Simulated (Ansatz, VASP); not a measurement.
One calculation of Te4W, two programs

INCAR

```
  PREC = Accurate
  ENCUT = 600
  EDIFF = 1E-6
  ISMEAR = 0
  SIGMA = 0.1
  LREAL = F
  LASPH = T
  NELM = 100
  ALGO = Normal
  ISIF = 3
  LWAVE = F
  LCHARG = F
  GGA = PE
  IBRION = 2
  NSW = 100
  EDIFFG = -0.01
```

The input KPOINTS:

```
Automatic mesh
0
Gamma
  8 8 8
```

File POSCAR:

```
Te4W
1.0
    0.0000000000      4.3473491862      4.3473491862
    4.3473491862      0.0000000000      4.3473491862
    4.3473491862      4.3473491862      0.0000000000
Te W
4 1
Direct
    0.3758124554      0.8725626337      0.3758124554
    0.3758124554      0.3758124554      0.3758124554
    0.8725626337      0.3758124554      0.3758124554
    0.3758124554      0.3758124554      0.8725626337
    0.7500000000      0.7500000000      0.7500000000
```

Input for Ansatz:

```yaml
crystal:
  lattice:
    - [0.0, 4.3473491862, 4.3473491862]
    - [4.3473491862, 0.0, 4.3473491862]
    - [4.3473491862, 4.3473491862, 0.0]
  atoms:
    - { symbol: Te, position: [0.3758124554, 0.8725626337, 0.3758124554] }
    - { symbol: Te, position: [0.3758124554, 0.3758124554, 0.3758124554] }
    - { symbol: Te, position: [0.8725626337, 0.3758124554, 0.3758124554] }
    - { symbol: Te, position: [0.3758124554, 0.3758124554, 0.8725626337] }
    - { symbol: W, position: [0.75, 0.75, 0.75] }
basis:
  ecutwfc: 420
kpoints:
  mp_grid: { grid: [8, 8, 8] }
hamiltonian:
  xc: pbe
scf:
  occupations: { method: gaussian, width: 0.1 }
output:
  forces: true
  stress: true
  eigenvalues: true
  write_density: true
  write_potential: true
  elf: true
  volumetric_format: npy
relax:
  adjacent_minimum: "off"
  f_tol: 0.01
  max_steps: 80
  cell: { stress_tol: 0.05 }
```

Alike in both runs: task relaxation of cell and atoms; functional PBE; k mesh 8 × 8 × 8; occupations gaussian, width 0.1 eV; no spin polarisation.

|  | VASP | Ansatz |
| --- | --- | --- |
| version | VASP 6.6.1 | Ansatz 0.2.0 |
| potentials or method | VASP PAW PBE potentials, release 64 (Te, W_sv), cutoff 600 eV | scalar-relativistic, plane waves, PAW |
| valence electrons in the cell | 38 | 78 |

|  | VASP | Ansatz | Ansatz less VASP |
| --- | --- | --- | --- |
| gap on the k mesh at the Fermi level, each at its own relaxed structure (eV) | none | none | - |
| relaxed volume (Å³/atom) | 33.06 | 33.09 | +0.033 |
| relaxed length of the cell vector where the two differ most in proportion (Å) | 6.160 | 6.162 | +0.0021 |

A gap of «none» marks a metal or a gap that the smearing closes. VASP's potentials hold 38 valence electrons a cell and Ansatz's 78, so a difference there can come from the potentials and not from the codes.

Neither program's run includes spin-orbit coupling.
